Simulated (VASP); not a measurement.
# Sn (Cmce) in VASP: single point with PBEsol

Aim: the single point of Sn with PBEsol.

Program: VASP 6.6.1. These are calculated values, not measurements. Logs are shortened: lines on timing, memory, paths and dates and some standing lists are left out, and cuts for length are marked.

### Step 1. The cell of the first run

The structure is orthorhombic, space group Cmce (No. 64). Conventional cell: a = 5.340 Å, b = 10.124 Å, c = 4.369 Å, α = 90.00°, β = 90.00°, γ = 90.00°. Sn (site symmetry m) has 9 Sn at 3.03 to 3.94 Å within 4.0 Å.

### Step 2. Single point, PBEsol

File INCAR:

```
SYSTEM = Sn
ALGO = Fast ; EDIFF = 1E-6
ENCUT = 520 ; GGA = PS
ISIF = 2 ; ISMEAR = 0
LASPH = .TRUE. ; LCHARG = .FALSE.
LREAL = .FALSE. ; LWAVE = .FALSE.
NBANDS = 36 ; NELM = 60
PREC = Accurate ; SIGMA = 0.1
```

File KPOINTS:

```
k-points
0
G
  10 10 10
  0 0 0
```

File POSCAR:

```
Sn
1.0
    2.6699542355     -5.0618886863      0.0000000000
    2.6699542355      5.0618886863      0.0000000000
    0.0000000000      0.0000000000      4.3690070881
Sn
4
Direct
    0.1460294118      0.8539705882      0.0819768913
    0.6460294118      0.3539705882      0.4180231087
    0.8539705882      0.1460294118      0.9180231087
    0.3539705882      0.6460294118      0.5819768913
```

Potentials or basis: VASP PAW PBE potentials, release 64 (Sn_d).

Run with:

```bash
> cat potpaw_PBE.64/Sn_d/POTCAR > POTCAR
> mpirun -np 1 vasp_std > vasp.out
```

OUTCAR:

```text
SYSTEM = Sn
   EDIFF = 1E-6
   ENCUT = 520
   GGA = PS
   ISIF = 2
   ISMEAR = 0
   LASPH = .TRUE.
   LREAL = .FALSE.
   NELM = 60
   PREC = Accurate

 ion  position               nearest neighbor table
   1  0.146  0.854  0.082-   4 3.03   4 3.03   3 3.04   2 3.05   2 3.05   3 3.47   3 3.47
   2  0.646  0.354  0.418-   3 3.03   3 3.03   4 3.04   1 3.05   1 3.05   4 3.47   4 3.47
   3  0.854  0.146  0.918-   2 3.03   2 3.03   1 3.04   4 3.05   4 3.05   1 3.47   1 3.47
   4  0.354  0.646  0.582-   1 3.03   1 3.03   2 3.04   3 3.05   3 3.05   2 3.47   2 3.47

  LATTYP: Found a base centered orthorhombic cell.
 ALAT       =     5.3399084710
 B/A-ratio  =     1.8958709550
 C/A-ratio  =     0.8181801452

  Lattice vectors:

 A1 = (   2.6699542355,  -5.0618886863,   0.0000000000)
 A2 = (   2.6699542355,   5.0618886863,   0.0000000000)
 A3 = (   0.0000000000,   0.0000000000,   4.3690070881)

Analysis of symmetry for initial positions (statically):
=====================================================================
 Subroutine PRICEL returns:
 Original cell was already a primitive cell.

 Routine SETGRP: Setting up the symmetry group for a
 base centered orthorhombic supercell.

 Subroutine GETGRP returns: Found  8 space group operations
 (whereof  4 operations were pure point group operations)
 out of a pool of  8 trial point group operations.

The static configuration has the point symmetry C_2h.
 The point group associated with its full space group is D_2h.

Analysis of symmetry for dynamics (positions and initial velocities):
=====================================================================
 Subroutine PRICEL returns:
 Original cell was already a primitive cell.

 Routine SETGRP: Setting up the symmetry group for a
 base centered orthorhombic supercell.

 Subroutine GETGRP returns: Found  8 space group operations
 (whereof  4 operations were pure point group operations)
 out of a pool of  8 trial point group operations.

The dynamic configuration has the point symmetry C_2h.
 The point group associated with its full space group is D_2h.

 Subroutine INISYM returns: Found  8 space group operations
 (whereof  4 operations are pure point group operations),
 and found     1 'primitive' translations

----------------------------------------------------------------------------------------

                                     Primitive cell

  volume of cell :     118.0944

  direct lattice vectors                    reciprocal lattice vectors
     2.669954236 -5.061888686  0.000000000     0.187269127 -0.098777360  0.000000000
     2.669954236  5.061888686  0.000000000     0.187269127  0.098777360  0.000000000
     0.000000000  0.000000000  4.369007088     0.000000000  0.000000000  0.228884957

  length of vectors
     5.722881503  5.722881503  4.369007088     0.211723152  0.211723152  0.228884957

  position of ions in fractional coordinates (direct lattice)
     0.146029412  0.853970588  0.081976891
     0.646029412  0.353970588  0.418023109
     0.853970588  0.146029412  0.918023109
     0.353970588  0.646029412  0.581976891

  ion indices of the primitive-cell ions
   primitive index   ion index
                 1           1
                 2           2
                 3           3
                 4           4

----------------------------------------------------------------------------------------

 KPOINTS: k-points

Automatic generation of k-mesh.
 Grid dimensions read from file:
 generate k-points for:   10   10   10

 Generating k-lattice:

  Cartesian coordinates                     Fractional coordinates (reciprocal lattice)
     0.018726913 -0.009877736  0.000000000     0.100000000  0.000000000  0.000000000
     0.018726913  0.009877736  0.000000000     0.000000000  0.100000000  0.000000000
     0.000000000  0.000000000  0.022888496     0.000000000  0.000000000  0.100000000

  Length of vectors
     0.021172315  0.021172315  0.022888496

  Shift w.r.t. Gamma in fractional coordinates (k-lattice)
     0.000000000  0.000000000  0.000000000

 Subroutine IBZKPT returns following result:
 ===========================================

 Found    186 irreducible k-points:

 Following reciprocal coordinates:
            Coordinates               Weight
  0.000000  0.000000  0.000000      1.000000
  0.100000  0.000000  0.000000      4.000000
  0.200000  0.000000  0.000000      4.000000
  0.300000  0.000000  0.000000      4.000000
  0.400000  0.000000  0.000000      4.000000
  0.500000  0.000000  0.000000      2.000000
[... 16 lines left out ...]
  0.300000  0.300000  0.000000      2.000000
  0.400000  0.300000  0.000000      4.000000
 [... further k-points ...]
   k-points           NKPTS =    186   k-points in BZ     NKDIM =    186   number of bands    NBANDS=     36
   number of dos      NEDOS =    301   number of ions     NIONS =      4
   total plane-waves  NPLWV =  73728
   dimension x,y,z NGX =    48 NGY =   48 NGZ =   32
   dimension x,y,z NGXF=    96 NGYF=   96 NGZF=   64
   ions per type =               4
   NGX,Y,Z   is equivalent  to a cutoff of  13.94, 13.94, 12.18 a.u.
   NGXF,Y,Z  is equivalent  to a cutoff of  27.89, 27.89, 24.35 a.u.
 SYSTEM =  Sn
   PREC   = accura    normal or accurate (medium, high low for compatibility)
   ISTART =      0    job   : 0-new  1-cont  2-samecut
   ICHARG =      2    charge: 1-file 2-atom 10-const
   ISPIN  =      1    spin polarized calculation?
   LNONCOLLINEAR =      F non collinear calculations
   LSORBIT =      F    spin-orbit coupling
   LASPH  =      T    aspherical Exc in radial PAW
   ENCUT  =  520.0 eV  38.22 Ry    6.18 a.u.  10.64 10.64  8.12*2*pi/ulx,y,z
   NELM   =     60;   NELMIN=  2; NELMDL= -5     # of ELM steps
   EDIFF  = 0.1E-05   stopping-criterion for ELM
   LREAL  =      F    real-space projection
   EDIFFG = 0.1E-04   stopping-criterion for IOM
   NSW    =      0    number of steps for IOM
   IBRION =     -1    ionic relax: 0-MD 1-quasi-New 2-CG
   NFREE  =      0    steps in history (QN), initial steepest desc. (CG)
   ISIF   =      2    stress and relaxation
   ISYM   =      2    0-nonsym 1-usesym 2-fastsym
   POTIM  = 0.5000    time-step for ionic-motion
   TEBEG  =    0.0;   TEEND  =   0.0 temperature during run
   PSTRESS=    0.0 pullay stress
   NELECT =      56.0000    total number of electrons
   NUPDOWN=      -1.0000    fix difference up-down
   EMIN   =  10.00;   EMAX   =-10.00  energy-range for DOS
   EFERMI =   0.00;   METHOD = LEGACY
   ISMEAR =     0;   SIGMA  =   0.10  broadening in eV -4-tet -1-fermi 0-gaus
   EFERMI_NEDOS =   21; number of points for ismear=-14 and -15
   IALGO  =     68    algorithm
   IMIX   =      4    mixing-type and parameters
     AMIX     =   0.40;   BMIX     =  1.00
     AMIX_MAG =   1.60;   BMIX_MAG =  1.00
  volume/ion in A,a.u.               =      29.52       199.24
  Fermi-wavevector in a.u.,A,eV,Ry     =   1.276618  2.412459 22.174159  1.629755
  Thomas-Fermi vector in A             =   2.409264
   LORBIT       =      0    0 simple, 1 ext, 2 COOP (PROOUT), +10 PAW based schemes
   GGA     = PS    functional components
   LHFCALC =     F    Hartree Fock is set to
   AEXX    =    0.0000 exact exchange contribution
   IVDW    =     0    specifies the selected vdW correction
   LEPSILON=     F    determine dielectric tensor
   LRPA    =     F    only Hartree local field effects (RPA)
 non-spin polarized calculation
 RMM-DIIS sequential band-by-band and
 Gauss-broadening in eV      SIGMA  =   0.10
  energy-cutoff  :      520.00
  volume of cell :      118.09
 maximum number of plane-waves:      3200
 NGX is ok and might be reduce to    48
   NGX = 21   NGY = 21   NGZ = 17

 number of electron      56.0000005 magnetization

 Free energy of the ion-electron system (eV)
  ---------------------------------------------------
  ext. energy  EPLUGINS =         0.00000000
  ---------------------------------------------------
  free energy    TOTEN  =       -16.64234136 eV

  energy without entropy =      -16.63563228  energy(sigma->0) =      -16.63898682

 E-fermi :   6.8649     XC(G=0):  -9.9779

 val. band max:        6.8517338408   @ k =   0.2000   0.1000   0.3000
 cond. band min:       6.8700881106   @ k =   0.0000   0.0000   0.0000
 fundamental gap:      0.0183542698
 Fermi energy:         6.8649137151

 k-point     1 :       0.0000    0.0000    0.0000
  band No.  band energies     occupation
      1     -14.5954      2.00000
      2     -14.5652      2.00000
      3     -14.5648      2.00000
      4     -14.5351      2.00000
      5     -14.5033      2.00000
      6     -14.4980      2.00000
[... 28 lines left out ...]
     35      11.7834      0.00000
     36      12.7462      0.00000

 k-point     2 :       0.1000    0.0000    0.0000
  band No.  band energies     occupation
      1     -14.5941      2.00000
      2     -14.5662      2.00000
      3     -14.5657      2.00000
      4     -14.5372      2.00000
      5     -14.5015      2.00000
      6     -14.4991      2.00000
[... 28 lines left out ...]
     35      12.3463      0.00000
     36      12.4236      0.00000

 k-point     3 :       0.2000    0.0000    0.0000
  band No.  band energies     occupation
      1     -14.5910      2.00000
      2     -14.5684      2.00000
      3     -14.5674      2.00000
      4     -14.5415      2.00000
      5     -14.5062      2.00000
      6     -14.4987      2.00000
[... 28 lines left out ...]
     35      11.8842      0.00000
     36      13.0990      0.00000
[... 742 lines left out ...]
 k-point    23 :       0.3000    0.3000    0.0000
  band No.  band energies     occupation
      1     -14.6006      2.00000
      2     -14.5781      2.00000
      3     -14.5576      2.00000
      4     -14.5383      2.00000
      5     -14.5316      2.00000
      6     -14.5142      2.00000
[... 28 lines left out ...]
     35      11.2779      0.00000
     36      12.7134      0.00000

 k-point    24 :       0.4000    0.3000    0.0000
  band No.  band energies     occupation
      1     -14.6076      2.00000
      2     -14.5730      2.00000
      3     -14.5448      2.00000
      4     -14.5436      2.00000
      5     -14.5342      2.00000
      6     -14.5151      2.00000
[... 28 lines left out ...]
     35      11.8143      0.00000
     36      12.3434      0.00000

 [... further k-points ...]

------------------------ aborting loop because EDIFF is reached ----------------------------------------

  FORCE on cell =-STRESS in cart. coord.  units (eV):
  Direction    XX          YY          ZZ          XY          YZ          ZX
  --------------------------------------------------------------------------------------
  -------------------------------------------------------------------------------------
  Total       -0.0456897     -0.0576940     -0.0557297      0.0000000      0.0000000      0.0000000
  in kB       -0.6198690     -0.7827304     -0.7560802      0.0000000      0.0000000      0.0000000
  external PRESSURE =      -0.7195598 kB  Pullay stress =       0.0000000 kB

 VOLUME and BASIS-vectors are now :
 -----------------------------------------------------------------------------
  energy-cutoff  :      520.00
  volume of cell :      118.09
      direct lattice vectors                 reciprocal lattice vectors
     2.669954236 -5.061888686  0.000000000     0.187269127 -0.098777360  0.000000000
     2.669954236  5.061888686  0.000000000     0.187269127  0.098777360  0.000000000
     0.000000000  0.000000000  4.369007088     0.000000000  0.000000000  0.228884957

 POSITION                                       TOTAL-FORCE (eV/Angst)
 -----------------------------------------------------------------------------------
      2.66995      3.58352      0.35816         0.000000     -0.000134     -0.003225
      2.66995     -1.47837      1.82635         0.000000     -0.000134      0.003225
      2.66995     -3.58352      4.01085         0.000000      0.000134      0.003225
      2.66995      1.47837      2.54266         0.000000      0.000134     -0.003225
 -----------------------------------------------------------------------------------
    total drift:                                0.000000     -0.000000      0.000000

  FREE ENERGIE OF THE ION-ELECTRON SYSTEM (eV)
  ---------------------------------------------------
  free  energy   TOTEN  =       -16.6423413625 eV

  energy  without entropy=      -16.6356322803  energy(sigma->0) =      -16.63898682
```

Wall time 23 min (1 thread of Intel Xeon 8259CL, shared host); peak memory 0.65 GiB.

What came out:

- Free energy: -16.6423 eV
- Pressure: -0.1 GPa
- Largest force: 0.003 eV/Å
- Band gap on the k mesh: zero (bands 28 and 29 overlap by 1.77 eV)

Forces in eV/Å, atoms in the order of the input:
```
Sn   0.000  0.000 -0.003
Sn   0.000  0.000  0.003
Sn   0.000  0.000  0.003
Sn   0.000  0.000 -0.003
```

Levels at points of the mesh, in eV from the Fermi level:
```csv
k point,band 24,band 25,band 26,band 27,band 28,band 29,band 30,band 31,band 32,band 33
"(0.00, 0.00, 0.00)",-4.97,-3.48,-3.32,-1.55,-1.31,0.01,2.95,3.31,4.20,4.57
"(0.50, 0.00, 0.00)",-5.93,-1.11,-1.11,-0.04,-0.04,1.23,1.23,2.17,2.17,3.43
"(0.50, 0.50, 0.00)",-4.13,-2.49,-1.31,-0.51,0.41,0.44,0.94,3.36,3.39,3.47
"(0.00, 0.00, 0.50)",-4.22,-2.20,-2.20,-1.63,-1.63,-0.90,-0.90,1.04,1.04,1.66
"(0.50, 0.00, 0.50)",-6.94,-3.10,-3.10,-2.22,-2.22,2.57,2.57,3.63,3.63,4.18
"(0.50, 0.50, 0.50)",-6.37,-2.63,-2.63,-2.12,-2.12,2.45,2.45,3.14,3.14,3.80
```

Caveat: the PAW data sets were made with another functional, which shifts forces and pressure a little; spin-orbit coupling is left out, which moves the levels of the heavy elements.
